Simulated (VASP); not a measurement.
# ZnSe (F-43m) in VASP: further runs

Runs on ZnSe. Level: LDA. Tasks: elastic constants.

Everything below comes from runs of VASP 6.6.1. Logs are shortened: lines on timing, memory, paths and dates and some standing lists are left out, and cuts for length are marked.

## 1. The cell of the first run

Symmetry: F-43m, No. 216, cubic system. Conventional cell: a = 5.419 Å, b = 5.419 Å, c = 5.419 Å, α = 90.00°, β = 90.00°, γ = 90.00°. Zn (site symmetry -43m) has 4 Se at 2.35 Å within 3.1 Å. Within 3.1 Å of Se (site symmetry -43m) lie 4 Zn at 2.35 Å.

## 2. Elastic constants, LDA

INCAR

```
SYSTEM = ZnSe
PREC = Accurate
ENCUT = 600
EDIFF = 1E-8
ISMEAR = 0
SIGMA = 0.01
LREAL = .False.
LASPH = .True.
NELM = 80
ALGO = Normal
ISIF = 3
LWAVE = .False.
LCHARG = .False.
GGA = CA
NBANDS = 16
IBRION = 6
NFREE = 2
POTIM = 0.015
NSW = 1
```

KPOINTS

```
regular mesh
0
Gamma
  8 8 8
  0 0 0
```

POSCAR

```
ZnSe
1.0
    0.0000000000      2.7094174428      2.7094174428
    2.7094174428      0.0000000000      2.7094174428
    2.7094174428      2.7094174428      0.0000000000
Zn Se
1 1
Direct
    0.0000000000      0.0000000000      0.0000000000
    0.7500000000      0.7500000000      0.7500000000
```

Potentials or basis: VASP PAW LDA potentials, release 64 (Zn, Se).

On the command line:

```console
$ cat potpaw_LDA.64/Zn/POTCAR potpaw_LDA.64/Se/POTCAR > POTCAR
$ mpirun -np 1 vasp_std > vasp.out
```

OUTCAR:

```text
SYSTEM = ZnSe
   PREC = Accurate
   ENCUT = 600
   EDIFF = 1E-8
   ISMEAR = 0
   LREAL = .False.
   LASPH = .True.
   NELM = 80
   ISIF = 3
   GGA = CA
   IBRION = 6
   NFREE = 2
   POTIM = 0.015
   NSW = 1

 ion  position               nearest neighbor table
   1  0.000  0.000  0.000-   2 2.35   2 2.35   2 2.35   2 2.35
   2  0.750  0.750  0.750-   1 2.35   1 2.35   1 2.35   1 2.35

  LATTYP: Found a face centered cubic cell.
 ALAT       =     5.4188348856

  Lattice vectors:

 A1 = (   0.0000000000,   2.7094174428,   2.7094174428)
 A2 = (   2.7094174428,   0.0000000000,   2.7094174428)
 A3 = (   2.7094174428,   2.7094174428,   0.0000000000)

Analysis of symmetry for initial positions (statically):
=====================================================================
 Subroutine PRICEL returns:
 Original cell was already a primitive cell.

 Routine SETGRP: Setting up the symmetry group for a
 face centered cubic supercell.

 Subroutine GETGRP returns: Found 24 space group operations
 (whereof 24 operations were pure point group operations)
 out of a pool of 48 trial point group operations.

The static configuration has the point symmetry T_d .

Analysis of symmetry for dynamics (positions and initial velocities):
=====================================================================
 Subroutine PRICEL returns:
 Original cell was already a primitive cell.

 Routine SETGRP: Setting up the symmetry group for a
 face centered cubic supercell.

 Subroutine GETGRP returns: Found 24 space group operations
 (whereof 24 operations were pure point group operations)
 out of a pool of 48 trial point group operations.

The dynamic configuration has the point symmetry T_d .

 Subroutine INISYM returns: Found 24 space group operations
 (whereof 24 operations are pure point group operations),
 and found     1 'primitive' translations

----------------------------------------------------------------------------------------

                                     Primitive cell

  volume of cell :      39.7794

  direct lattice vectors                    reciprocal lattice vectors
     0.000000000  2.709417443  2.709417443    -0.184541515  0.184541515  0.184541515
     2.709417443  0.000000000  2.709417443     0.184541515 -0.184541515  0.184541515
     2.709417443  2.709417443  0.000000000     0.184541515  0.184541515 -0.184541515

  length of vectors
     3.831694894  3.831694894  3.831694894     0.319635280  0.319635280  0.319635280

  position of ions in fractional coordinates (direct lattice)
     0.000000000  0.000000000  0.000000000
     0.750000000  0.750000000  0.750000000

  ion indices of the primitive-cell ions
   primitive index   ion index
                 1           1
                 2           2

----------------------------------------------------------------------------------------

 KPOINTS: regular mesh

Automatic generation of k-mesh.
 Grid dimensions read from file:
 generate k-points for:    8    8    8

 Generating k-lattice:

  Cartesian coordinates                     Fractional coordinates (reciprocal lattice)
    -0.023067689  0.023067689  0.023067689     0.125000000  0.000000000  0.000000000
     0.023067689 -0.023067689  0.023067689     0.000000000  0.125000000  0.000000000
     0.023067689  0.023067689 -0.023067689     0.000000000  0.000000000  0.125000000

  Length of vectors
     0.039954410  0.039954410  0.039954410

  Shift w.r.t. Gamma in fractional coordinates (k-lattice)
     0.000000000  0.000000000  0.000000000

 Subroutine IBZKPT returns following result:
 ===========================================

 Found     29 irreducible k-points:

[... 44 lines left out ...]
   NELM   =     80;   NELMIN=  2; NELMDL= -5     # of ELM steps
   EDIFF  = 0.1E-07   stopping-criterion for ELM
   LREAL  =      F    real-space projection
   EDIFFG = 0.1E-06   stopping-criterion for IOM
   NSW    =     61    number of steps for IOM
   IBRION =      6    ionic relax: 0-MD 1-quasi-New 2-CG
   NFREE  =      2    steps in history (QN), initial steepest desc. (CG)
   ISIF   =      3    stress and relaxation
   ISYM   =      2    0-nonsym 1-usesym 2-fastsym
   POTIM  = 0.0150    time-step for ionic-motion
   TEBEG  =    0.0;   TEEND  =   0.0 temperature during run
   PSTRESS=    0.0 pullay stress
   NELECT =      18.0000    total number of electrons
   NUPDOWN=      -1.0000    fix difference up-down
   EMIN   =  10.00;   EMAX   =-10.00  energy-range for DOS
   EFERMI =   0.00;   METHOD = LEGACY
   ISMEAR =     0;   SIGMA  =   0.01  broadening in eV -4-tet -1-fermi 0-gaus
   EFERMI_NEDOS =   21; number of points for ismear=-14 and -15
   IALGO  =     38    algorithm
   IMIX   =      4    mixing-type and parameters
     AMIX     =   0.40;   BMIX     =  1.00
     AMIX_MAG =   1.60;   BMIX_MAG =  1.00
  volume/ion in A,a.u.               =      19.89       134.22
  Fermi-wavevector in a.u.,A,eV,Ry     =   1.256839  2.375082 21.492375  1.579645
  Thomas-Fermi vector in A             =   2.390528
   LORBIT       =      0    0 simple, 1 ext, 2 COOP (PROOUT), +10 PAW based schemes
   GGA     = CA    functional components
   LHFCALC =     F    Hartree Fock is set to
   AEXX    =    0.0000 exact exchange contribution
   IVDW    =     0    specifies the selected vdW correction
   LEPSILON=     F    determine dielectric tensor
   LRPA    =     F    only Hartree local field effects (RPA)
 finite differences with symmetry
 non-spin polarized calculation
 Gauss-broadening in eV      SIGMA  =   0.01
  energy-cutoff  :      600.00
  volume of cell :       39.78
 maximum number of plane-waves:      1363
   NGX = 15   NGY = 15   NGZ = 15

--------------------------------------- Ionic step        1  -------------------------------------------

 number of electron      18.0000004 magnetization

 Free energy of the ion-electron system (eV)
  ---------------------------------------------------
  ext. energy  EPLUGINS =         0.00000000
  ---------------------------------------------------
  free energy    TOTEN  =        -7.29417381 eV

  energy without entropy =       -7.29417381  energy(sigma->0) =       -7.29417381

------------------------ aborting loop because EDIFF is reached ----------------------------------------

  FORCE on cell =-STRESS in cart. coord.  units (eV):
  Direction    XX          YY          ZZ          XY          YZ          ZX
  --------------------------------------------------------------------------------------
  -------------------------------------------------------------------------------------
  Total        1.8587199      1.8587199      1.8587199      0.0000000      0.0000000      0.0000000
  in kB       74.8629192     74.8629192     74.8629192      0.0000000      0.0000000      0.0000000
  external PRESSURE =      74.8629192 kB  Pullay stress =       0.0000000 kB
[... 89 lines left out ...]
  FREE ENERGIE OF THE ION-ELECTRON SYSTEM (eV)
  ---------------------------------------------------
  free  energy   TOTEN  =        -7.2627011053 eV

  energy  without entropy=       -7.2627011053  energy(sigma->0) =       -7.26270111

[... ionic steps 4 to 14 ...]

--------------------------------------- Ionic step       15  -------------------------------------------

 number of electron      18.0000002 magnetization

------------------------ aborting loop because EDIFF is reached ----------------------------------------
[... 67 lines left out ...]
--------------------------------------- Ionic step       17  -------------------------------------------

 number of electron      18.0000003 magnetization

 Free energy of the ion-electron system (eV)
  ---------------------------------------------------
  ext. energy  EPLUGINS =         0.00000000
  ---------------------------------------------------
  free energy    TOTEN  =        -7.29323698 eV

  energy without entropy =       -7.29323698  energy(sigma->0) =       -7.29323698

 E-fermi :   2.9434     XC(G=0): -10.3097

 val. band max:        2.8082605837   @ k =   0.0000   0.0000   0.0000
 cond. band min:       4.4356275260   @ k =   0.0000   0.0000   0.0000
 fundamental gap:      1.6273669423
 Fermi energy:         2.9433529188

 k-point     1 :       0.0000    0.0000    0.0000
  band No.  band energies     occupation
      1     -11.4600      2.00000
      2      -4.4855      2.00000
      3      -4.4739      2.00000
      4      -4.4622      2.00000
      5      -3.9830      2.00000
      6      -3.9829      2.00000
[... 433 lines left out ...]
      3      -4.3025      2.00000
      4      -4.0440      2.00000
      5      -3.9746      2.00000
      6      -3.6970      2.00000
[... 8 lines left out ...]
     15      15.8660      0.00000
     16      16.8942      0.00000

 [... further k-points ...]
[... 5 lines left out ...]
  --------------------------------------------------------------------------------------
  -------------------------------------------------------------------------------------
  Total        1.8598765      1.8629559      1.8629559      0.0000000     -0.1497946      0.0000000
  in kB       74.9095057     75.0335307     75.0335307      0.0000000     -6.0332159      0.0000000
  external PRESSURE =      74.9921891 kB  Pullay stress =       0.0000000 kB
[... 17 lines left out ...]
  FREE ENERGIE OF THE ION-ELECTRON SYSTEM (eV)
  ---------------------------------------------------
  free  energy   TOTEN  =        -7.2932369763 eV

  energy  without entropy=       -7.2932369763  energy(sigma->0) =       -7.29323698

 INTERNAL STRAIN TENSORS FROM STRAINED CELLS
 ============================================

 INTERNAL STRAIN TENSOR FOR ION    1 for displacements in x,y,z  (eV/Angst):
          X           Y           Z          XY          YZ          ZX
  --------------------------------------------------------------------------------
  x     0.00000    -0.00000    -0.00000     0.00000    -9.99038    -0.00000
  y    -0.00000     0.00000     0.00000     0.00000    -0.00000    -9.99070
  z    -0.00000    -0.00000     0.00000    -9.99049    -0.00000     0.00000

 INTERNAL STRAIN TENSORS FROM DISPLACED ATOMS
 ============================================

 INTERNAL STRAIN TENSOR FOR ION    1 for displacements in x,y,z  (eV/Angst):
          X           Y           Z          XY          YZ          ZX
  --------------------------------------------------------------------------------
  x     0.00000     0.00000     0.00000     0.00000    -9.98517     0.00000
  y     0.00000     0.00000     0.00000     0.00000     0.00000    -9.98517
  z     0.00000     0.00000     0.00000    -9.98517     0.00000     0.00000

 INTERNAL STRAIN TENSOR FOR ION    2 for displacements in x,y,z  (eV/Angst):
          X           Y           Z          XY          YZ          ZX
  --------------------------------------------------------------------------------
  x    -0.00000     0.00000     0.00000     0.00000     9.98507     0.00000
  y     0.00000     0.00000     0.00000     0.00000     0.00000     9.98507
  z     0.00000     0.00000    -0.00000     9.98507     0.00000     0.00000

 Eigenvectors and eigenvalues of the dynamical matrix
 ----------------------------------------------------

   1 f  =    7.540071 THz    47.375664 2PiTHz  251.509700 cm-1    31.183214 meV
             X         Y         Z           dx          dy          dz
      0.000000  0.000000  0.000000     0.000000    0.739647    0.000000
      4.064126  4.064126  4.064126     0.000000   -0.672995    0.000000
[... 21 lines left out ...]
   6 f/i=    0.000559 THz     0.003509 2PiTHz    0.018631 cm-1     0.002310 meV
             X         Y         Z           dx          dy          dz
      0.000000  0.000000  0.000000     0.000000    0.000000   -0.672995
      4.064126  4.064126  4.064126     0.000000    0.000000   -0.739647

--------------------------------------------------------------------------------------------------------

 ELASTIC MODULI CONTR FROM IONIC RELAXATION (kBar)
 Direction    XX          YY          ZZ          XY          YZ          ZX
 --------------------------------------------------------------------------------
 XX          -0.0000      0.0000      0.0000      0.0000      0.0000      0.0000
 YY           0.0000     -0.0000      0.0000      0.0000      0.0000     -0.0000
 ZZ           0.0000      0.0000     -0.0000      0.0000      0.0000      0.0000
 XY           0.0000      0.0000      0.0000   -482.6302      0.0000      0.0000
 YZ           0.0000      0.0000      0.0000      0.0000   -482.6302      0.0000
 ZX           0.0000     -0.0000      0.0000      0.0000      0.0000   -482.6302
 --------------------------------------------------------------------------------

 TOTAL ELASTIC MODULI (kBar)
 Direction    XX          YY          ZZ          XY          YZ          ZX
 --------------------------------------------------------------------------------
 XX        1197.1121    854.0601    854.0601      0.0000     -0.0000     -0.0000
 YY         854.0601   1197.1121    854.0601      0.0000      0.0000     -0.0000
 ZZ         854.0601    854.0601   1197.1121      0.0000      0.0000     -0.0000
 XY           0.0000      0.0000      0.0000    426.5485     -0.0000      0.0000
 YZ          -0.0000      0.0000      0.0000     -0.0000    426.5485      0.0000
 ZX          -0.0000     -0.0000     -0.0000      0.0000      0.0000    426.5485
 --------------------------------------------------------------------------------
```

Wall time 5 min (1 thread of Intel Xeon 6975P-C (Granite Rapids), shared host); peak memory 0.3 GiB.

Results:

- Elastic constants C11, C12, C44: 120, 85, 43 GPa
- Voigt bulk modulus: 97 GPa
- Highest phonon frequency at Γ, LO-TO splitting left out: 252 cm⁻¹

Phonon frequencies in cm⁻¹ (negative: imaginary):
| q point | frequencies |
| --- | --- |
| (0.000, 0.000, 0.000) | 0 0 0 252 252 252 |

Elastic tensor in Voigt notation (GPa, in the Cartesian axes of the cell as first typed):
```
120  85  85   0   0   0
 85 120  85   0   0   0
 85  85 120   0   0   0
  0   0   0  43   0   0
  0   0   0   0  43   0
  0   0   0   0   0  43
```

Clamped-ion elastic tensor (GPa):
```
120  85  85   0   0   0
 85 120  85   0   0   0
 85  85 120   0   0   0
  0   0   0  91   0   0
  0   0   0   0  91   0
  0   0   0   0   0  91
```

Caveat: the cell is under stress, which shifts elastic constants.

## 3. Elastic constants, LDA

This run uses another cell than the first one, of 20.52 Å³/atom.

INCAR

```
PREC = Accurate
ENCUT = 600
EDIFF = 1E-8
ISMEAR = 0
SIGMA = 0.01
LREAL = F
LASPH = T
NELM = 80
ALGO = Normal
ISIF = 3
LWAVE = F
LCHARG = T
NBANDS = 16
IBRION = 6
NFREE = 2
POTIM = 0.015
NSW = 1
```

KPOINTS

```
Automatic mesh
0
Gamma
  8 8 8
```

POSCAR

```
ZnSe
1.0
    0.0000000000      2.7379037172      2.7379037172
    2.7379037172      0.0000000000      2.7379037172
    2.7379037172      2.7379037172      0.0000000000
Zn Se
1 1
Direct
    0.0000000000      0.0000000000      0.0000000000
    0.7500000000      0.7500000000      0.7500000000
```

Potentials or basis: VASP PAW LDA potentials, release 64 (Zn, Se).

On the command line:

```console
$ cat potpaw_LDA.64/Zn/POTCAR potpaw_LDA.64/Se/POTCAR > POTCAR
$ mpirun -np 1 vasp_std > vasp.out
```

Wall time 5.2 min (1 thread of Intel Xeon 6975P-C (Granite Rapids), shared host); peak memory 0.31 GiB.

The run converged. Its results:

| Quantity | Value |
| --- | --- |
| Elastic constants C11, C12, C44 | 111, 75, 43 GPa |
| Voigt bulk modulus | 87 GPa |
| Highest phonon frequency at Γ, LO-TO splitting left out | 239 cm⁻¹ |

Phonon frequencies in cm⁻¹ (negative: imaginary):
```tsv
q point	frequencies
(0.000, 0.000, 0.000)	0 0 0 239 239 239
```

Elastic tensor in Voigt notation (GPa, in the Cartesian axes of the cell as first typed):
```
111  75  75   0   0   0
 75 111  75   0   0   0
 75  75 111   0   0   0
  0   0   0  43   0   0
  0   0   0   0  43   0
  0   0   0   0   0  43
```

Clamped-ion elastic tensor (GPa):
```
111  75  75   0   0   0
 75 111  75   0   0   0
 75  75 111   0   0   0
  0   0   0  81   0   0
  0   0   0   0  81   0
  0   0   0   0   0  81
```

Caveat: the cell is under stress, which shifts elastic constants.
